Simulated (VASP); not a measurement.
Write the native input for VASP 6.6.1 that does the following.

```
Task                   : single point
Functional             : PBE
Potentials or basis    : VASP PAW PBE potentials, release 64 (Os)
Cutoff                 : 520 eV
k mesh                 : 8 × 8 × 5
Occupations            : fermi-dirac, width 0.1 eV
Spin                   : no spin polarisation
Dipole correction      : no
Further INCAR settings : ALGO = Normal; EDIFF = 1e-06; NBANDS = 15
```

The structure of Os lies in POSCAR:

```
Os
1.0
    2.7559294133      0.0000000000      0.0000000000
   -1.3779647066      2.3867048830      0.0000000000
    0.0000000000      0.0000000000      4.3426533301
Os
2
Direct
    0.3333333333      0.6666666667      0.2500000000
    0.6666666667      0.3333333333      0.7500000000
```

One way to write it, as run:

INCAR

```
SYSTEM = Os
PREC = Accurate ; ENCUT = 520
EDIFF = 1E-6 ; ISMEAR = -1
SIGMA = 0.1 ; LREAL = .False.
LASPH = .True. ; NELM = 60
ALGO = Normal ; ISIF = 2
LWAVE = .False. ; LCHARG = .False.
GGA = PE ; NBANDS = 15
```

KPOINTS

```
Automatic mesh
0
Gamma
  8 8 5
  0 0 0
```

Potentials or basis: VASP PAW PBE potentials, release 64 (Os).

The run is started by

```sh
$ cat potpaw_PBE.64/Os/POTCAR > POTCAR
$ mpirun -np 1 vasp_std > vasp.out
```

It gave:

| Item | Value |
| --- | --- |
| Pressure | -0.7 GPa |
| Band gap on the k mesh | zero (band 8 reaches 11.10 eV, above the bottom of band 9 at 7.51 eV) |

Caveat: spin-orbit coupling is left out, which moves the levels of the heavy elements.

Run time: 5.3 s on 1 thread of Intel(R) Xeon(R) 6975P-C (Granite Rapids), with other jobs on the host, peak memory 0.14 GiB.
